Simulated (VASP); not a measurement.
# InSb3 (Pm-3m) in VASP: further runs

InSb3 is run at these levels: LDA; tasks: single point.

Program: VASP 6.6.1. These are calculated values, not measurements. Logs are shortened: lines on timing, memory, paths and dates and some standing lists are left out, and cuts for length are marked.

## 1. The cell of the first run

Symmetry: Pm-3m, No. 221, cubic system. The conventional cell has a = 4.741 Å, b = 4.741 Å, c = 4.741 Å, α = 90.00°, β = 90.00°, γ = 90.00°. Within 4.4 Å of Sb (site symmetry 4/mmm) lie 8 Sb at 3.35 Å and 4 In at 3.35 Å. In (site symmetry m-3m) has 12 Sb at 3.35 Å within 4.4 Å.

## 2. Single point, LDA (volume scaled by 0.96)

The input, INCAR:

```
PREC = Accurate ; ENCUT = 520
EDIFF = 1E-6 ; ISMEAR = -1
SIGMA = 0.05 ; LREAL = False
LASPH = True ; NELM = 60
ALGO = Normal ; ISIF = 2
LWAVE = False ; LCHARG = False
NBANDS = 22
```

The input, KPOINTS:

```
regular mesh
0
Gamma
  6 6 6
```

The input, POSCAR:

```
InSb3
1.0
    4.7414081316      0.0000000000      0.0000000000
    0.0000000000      4.7414081316      0.0000000000
    0.0000000000      0.0000000000      4.7414081316
Sb In
3 1
Direct
    0.5000000000      0.5000000000      0.0000000000
    0.0000000000      0.5000000000      0.5000000000
    0.5000000000      0.0000000000      0.5000000000
    0.0000000000      0.0000000000      0.0000000000
```

Potentials or basis: VASP PAW LDA potentials, release 64 (Sb, In_d).

Started as:

```bash
cat potpaw_LDA.64/Sb/POTCAR potpaw_LDA.64/In_d/POTCAR > POTCAR
mpirun -np 1 vasp_std > vasp.out
```

OUTCAR:

```text
PREC = Accurate
   ENCUT = 520
   EDIFF = 1E-6
   ISMEAR = -1
   LREAL = False
   LASPH = True
   NELM = 60
   ISIF = 2

 ion  position               nearest neighbor table
   1  0.500  0.500  0.000-   2 3.35   3 3.35   4 3.35   2 3.35   3 3.35   3 3.35   4 3.35   3 3.35
                             2 3.35   4 3.35   2 3.35   4 3.35
   2  0.000  0.500  0.500-   1 3.35   3 3.35   4 3.35   1 3.35   4 3.35   3 3.35   4 3.35   4 3.35
                             1 3.35   3 3.35   1 3.35   3 3.35
   3  0.500  0.000  0.500-   1 3.35   2 3.35   4 3.35   1 3.35   4 3.35   1 3.35   2 3.35   1 3.35
                             2 3.35   4 3.35   4 3.35   2 3.35
   4  0.000  0.000  0.000-   1 3.35   2 3.35   3 3.35   2 3.35   3 3.35   1 3.35   2 3.35   2 3.35
                             1 3.35   3 3.35   3 3.35   1 3.35

  LATTYP: Found a simple cubic cell.
 ALAT       =     4.7414081316

  Lattice vectors:

 A1 = (   4.7414081316,   0.0000000000,   0.0000000000)
 A2 = (   0.0000000000,   4.7414081316,   0.0000000000)
 A3 = (   0.0000000000,   0.0000000000,   4.7414081316)

Analysis of symmetry for initial positions (statically):
=====================================================================
 Subroutine PRICEL returns:
 Original cell was already a primitive cell.

 Routine SETGRP: Setting up the symmetry group for a
 simple cubic supercell.

 Subroutine GETGRP returns: Found 48 space group operations
 (whereof 48 operations were pure point group operations)
 out of a pool of 48 trial point group operations.

The static configuration has the point symmetry O_h .

Analysis of symmetry for dynamics (positions and initial velocities):
=====================================================================
 Subroutine PRICEL returns:
 Original cell was already a primitive cell.

 Routine SETGRP: Setting up the symmetry group for a
 simple cubic supercell.

 Subroutine GETGRP returns: Found 48 space group operations
 (whereof 48 operations were pure point group operations)
 out of a pool of 48 trial point group operations.

The dynamic configuration has the point symmetry O_h .

 Subroutine INISYM returns: Found 48 space group operations
 (whereof 48 operations are pure point group operations),
 and found     1 'primitive' translations

----------------------------------------------------------------------------------------

                                     Primitive cell

  volume of cell :     106.5914
[... 87 lines left out ...]
   NELM   =     60;   NELMIN=  2; NELMDL= -5     # of ELM steps
   EDIFF  = 0.1E-05   stopping-criterion for ELM
   LREAL  =      F    real-space projection
   EDIFFG = 0.1E-04   stopping-criterion for IOM
   NSW    =      0    number of steps for IOM
   IBRION =     -1    ionic relax: 0-MD 1-quasi-New 2-CG
   NFREE  =      0    steps in history (QN), initial steepest desc. (CG)
   ISIF   =      2    stress and relaxation
   ISYM   =      2    0-nonsym 1-usesym 2-fastsym
   POTIM  = 0.5000    time-step for ionic-motion
   TEBEG  =    0.0;   TEEND  =   0.0 temperature during run
   PSTRESS=    0.0 pullay stress
   NELECT =      28.0000    total number of electrons
   NUPDOWN=      -1.0000    fix difference up-down
   EMIN   =  10.00;   EMAX   =-10.00  energy-range for DOS
   EFERMI =   0.00;   METHOD = LEGACY
   ISMEAR =    -1;   SIGMA  =   0.05  broadening in eV -4-tet -1-fermi 0-gaus
   EFERMI_NEDOS =   21; number of points for ismear=-14 and -15
   IALGO  =     38    algorithm
   IMIX   =      4    mixing-type and parameters
     AMIX     =   0.40;   BMIX     =  1.00
     AMIX_MAG =   1.60;   BMIX_MAG =  1.00
  volume/ion in A,a.u.               =      26.65       179.83
  Fermi-wavevector in a.u.,A,eV,Ry     =   1.048464  1.981310 14.956567  1.099277
  Thomas-Fermi vector in A             =   2.183387
   LORBIT       =      0    0 simple, 1 ext, 2 COOP (PROOUT), +10 PAW based schemes
   GGA     = CA    functional components
   LHFCALC =     F    Hartree Fock is set to
   AEXX    =    0.0000 exact exchange contribution
   IVDW    =     0    specifies the selected vdW correction
   LEPSILON=     F    determine dielectric tensor
   LRPA    =     F    only Hartree local field effects (RPA)
 non-spin polarized calculation
  energy-cutoff  :      520.00
  volume of cell :      106.59
 maximum number of plane-waves:      2897
 NGX is ok and might be reduce to    36
   NGX = 17   NGY = 17   NGZ = 17

 number of electron      28.0000018 magnetization

 Free energy of the ion-electron system (eV)
  ---------------------------------------------------
  ext. energy  EPLUGINS =         0.00000000
  ---------------------------------------------------
  free energy    TOTEN  =       -16.98463684 eV

  energy without entropy =      -16.96354720  energy(sigma->0) =      -16.97409202

 E-fermi :   8.1758     XC(G=0): -10.4195

 val. band max:        8.1733812784   @ k =   0.5000   0.3333   0.0000
 cond. band min:       8.2162071435   @ k =   0.1667   0.1667   0.1667
 fundamental gap:      0.0428258651
 Fermi energy:         8.1758310404

 k-point     1 :       0.0000    0.0000    0.0000
  band No.  band energies     occupation
      1      -6.3110      2.00000
      2      -6.3110      2.00000
      3      -6.2911      2.00000
      4      -6.2911      2.00000
      5      -6.2911      2.00000
      6      -4.2965      2.00000
[... 489 lines left out ...]
     21      14.6772      0.00000
     22      16.6833      0.00000

------------------------ aborting loop because EDIFF is reached ----------------------------------------

  FORCE on cell =-STRESS in cart. coord.  units (eV):
  Direction    XX          YY          ZZ          XY          YZ          ZX
  --------------------------------------------------------------------------------------
  -------------------------------------------------------------------------------------
  Total       -1.1724794     -1.1724794     -1.1724794      0.0000000     -0.0000000      0.0000000
  in kB      -17.6235653    -17.6235653    -17.6235653      0.0000000     -0.0000000      0.0000000
  external PRESSURE =     -17.6235653 kB  Pullay stress =       0.0000000 kB

 VOLUME and BASIS-vectors are now :
 -----------------------------------------------------------------------------
  energy-cutoff  :      520.00
  volume of cell :      106.59
      direct lattice vectors                 reciprocal lattice vectors
     4.741408132  0.000000000  0.000000000     0.210907809  0.000000000  0.000000000
     0.000000000  4.741408132  0.000000000     0.000000000  0.210907809  0.000000000
     0.000000000  0.000000000  4.741408132     0.000000000  0.000000000  0.210907809

 POSITION                                       TOTAL-FORCE (eV/Angst)
 -----------------------------------------------------------------------------------
      2.37070      2.37070      0.00000         0.000000      0.000000      0.000000
      0.00000      2.37070      2.37070         0.000000      0.000000      0.000000
      2.37070      0.00000      2.37070         0.000000      0.000000      0.000000
      0.00000      0.00000      0.00000         0.000000      0.000000      0.000000
 -----------------------------------------------------------------------------------
    total drift:                               -0.000000     -0.000000     -0.000000

  FREE ENERGIE OF THE ION-ELECTRON SYSTEM (eV)
  ---------------------------------------------------
  free  energy   TOTEN  =       -16.9846368424 eV

  energy  without entropy=      -16.9635472032  energy(sigma->0) =      -16.97409202
```

Wall time 21 s (1 thread of Intel Xeon 6455B, shared host); peak memory 0.19 GiB.

What came out:

| Property | Result |
| --- | --- |
| Free energy | -16.9846 eV |
| Pressure | -1.8 GPa |
| Band gap on the k mesh | zero (band 14 reaches 11.82 eV, above the bottom of band 15 at 7.03 eV) |

Levels at points of the mesh, in eV from the Fermi level:
| k point | band 11 | band 12 | band 13 | band 14 | band 15 | band 16 | band 17 | band 18 |
| --- | --- | --- | --- | --- | --- | --- | --- | --- |
| (0.00, 0.00, 0.00) | -4.45 | -3.67 | 0.45 | 0.45 | 0.45 | 1.74 | 1.74 | 1.74 |
| (0.50, 0.00, 0.00) | -3.00 | -2.20 | -2.20 | -1.15 | -0.89 | 2.13 | 2.25 | 2.25 |
| (0.50, 0.50, 0.00) | -1.67 | -1.67 | -1.39 | -1.14 | -1.14 | -0.46 | 0.98 | 3.39 |
| (0.50, 0.50, 0.50) | -5.18 | -5.18 | -4.96 | 3.64 | 3.64 | 3.71 | 3.71 | 3.71 |

Caveat: the cell differs from its parent crystal (volume scaled by 0.96); spin-orbit coupling is left out, which moves the levels of the heavy elements.

## 3. Single point, LDA (volume scaled by 0.98)

The input, INCAR:

```
ALGO = Normal ; EDIFF = 1E-6
ENCUT = 520 ; ISIF = 2
ISMEAR = -1 ; LASPH = True
LCHARG = False ; LREAL = False
LWAVE = False ; NBANDS = 22
NELM = 80 ; PREC = Accurate
SIGMA = 0.05
```

The input, KPOINTS:

```
k-points
0
Gamma
  6 6 6
```

The input, POSCAR:

```
InSb3
1.0
    4.7741085314      0.0000000000      0.0000000000
    0.0000000000      4.7741085314      0.0000000000
    0.0000000000      0.0000000000      4.7741085314
Sb In
3 1
Direct
    0.5000000000      0.5000000000      0.0000000000
    0.0000000000      0.5000000000      0.5000000000
    0.5000000000      0.0000000000      0.5000000000
    0.0000000000      0.0000000000      0.0000000000
```

Potentials or basis: VASP PAW LDA potentials, release 64 (Sb, In_d).

Started as:

```bash
cat potpaw_LDA.64/Sb/POTCAR potpaw_LDA.64/In_d/POTCAR > POTCAR
mpirun -np 1 vasp_std > vasp.out
```

Run time: 21 s. Hardware: 1 thread of Intel Xeon 6455B, shared host; peak memory 0.19 GiB.

Results (log left out):

| Quantity | Value |
| --- | --- |
| Free energy | -16.9527 eV |
| Pressure | -2.8 GPa |
| Band gap on the k mesh | zero (band 14 reaches 11.46 eV, above the bottom of band 15 at 6.80 eV) |

Levels at points of the mesh, in eV from the Fermi level:
```csv
k point,band 11,band 12,band 13,band 14,band 15,band 16,band 17,band 18
"(0.00, 0.00, 0.00)",-4.36,-3.68,0.43,0.43,0.43,1.71,1.71,1.71
"(0.50, 0.00, 0.00)",-2.94,-2.15,-2.15,-1.13,-0.86,2.01,2.18,2.18
"(0.50, 0.50, 0.00)",-1.67,-1.67,-1.36,-1.12,-1.12,-0.50,1.00,3.30
"(0.50, 0.50, 0.50)",-5.07,-5.07,-4.92,3.54,3.54,3.60,3.60,3.60
```

Caveat: the cell differs from its parent crystal (volume scaled by 0.98); spin-orbit coupling is left out, which moves the levels of the heavy elements.

## 4. Single point, LDA

This run uses another cell than the first one, of 27.76 Å³/atom, 1.042 times its volume.

The input, INCAR:

```
SYSTEM = InSb3
PREC = Accurate
ENCUT = 520
EDIFF = 1E-7
ISMEAR = -1
SIGMA = 0.05
LREAL = .False.
LASPH = .True.
NELM = 80
ALGO = Normal
ISIF = 2
LWAVE = .False.
LCHARG = .False.
GGA = CA
NBANDS = 22
```

The input, KPOINTS:

```
regular mesh
0
Gamma
  6 6 6
  0 0 0
```

The input, POSCAR:

```
InSb3
1.0
    4.8063670000      0.0000000000      0.0000000000
    0.0000000000      4.8063670000      0.0000000000
    0.0000000000      0.0000000000      4.8063670000
Sb In
3 1
Direct
    0.5000000000      0.5000000000      0.0000000000
    0.0000000000      0.5000000000      0.5000000000
    0.5000000000      0.0000000000      0.5000000000
    0.0000000000      0.0000000000      0.0000000000
```

Started as:

```bash
cat potpaw_LDA.64/Sb/POTCAR potpaw_LDA.64/In_d/POTCAR > POTCAR
mpirun -np 1 vasp_std > vasp.out
```

Run time: 26 s. Hardware: 1 thread of Intel Xeon 6455B, shared host; peak memory 0.19 GiB.

It converged, with:

| Property | Result |
| --- | --- |
| Free energy | -16.9067 eV |
| Pressure | -3.8 GPa |
| Band gap on the k mesh | zero (band 14 reaches 11.11 eV, above the bottom of band 15 at 6.57 eV) |

Levels at points of the mesh, in eV from the Fermi level:
| k point | band 12 | band 13 | band 14 | band 15 | band 16 | band 17 |
| --- | --- | --- | --- | --- | --- | --- |
| (0.00, 0.00, 0.00) | -3.69 | 0.41 | 0.41 | 0.41 | 1.68 | 1.68 |
| (0.50, 0.00, 0.00) | -2.10 | -2.10 | -1.10 | -0.83 | 1.91 | 2.12 |
| (0.50, 0.50, 0.00) | -1.66 | -1.33 | -1.10 | -1.10 | -0.53 | 1.02 |
| (0.50, 0.50, 0.50) | -4.96 | -4.88 | 3.43 | 3.43 | 3.49 | 3.49 |

Caveat: spin-orbit coupling is left out, which moves the levels of the heavy elements.

## 5. Summary

```tsv
cell	gap on the mesh (eV)	pressure (GPa)
a = 4.741 Å, 4 atoms	none	-1.8
a = 4.774 Å, 4 atoms	none	-2.8
a = 4.806 Å, 4 atoms	none	-3.8
```

Alike in all rows: task single point; level LDA; potentials or basis VASP PAW LDA potentials, release 64 (Sb, In_d); no spin polarisation; k mesh 6 × 6 × 6; cutoff (eV) 520; smearing fermi-dirac 0.05 eV.

Caveats: spin-orbit coupling is left out, which moves the levels of the heavy elements.

Absolute energies hang on the potentials; compare differences alone.
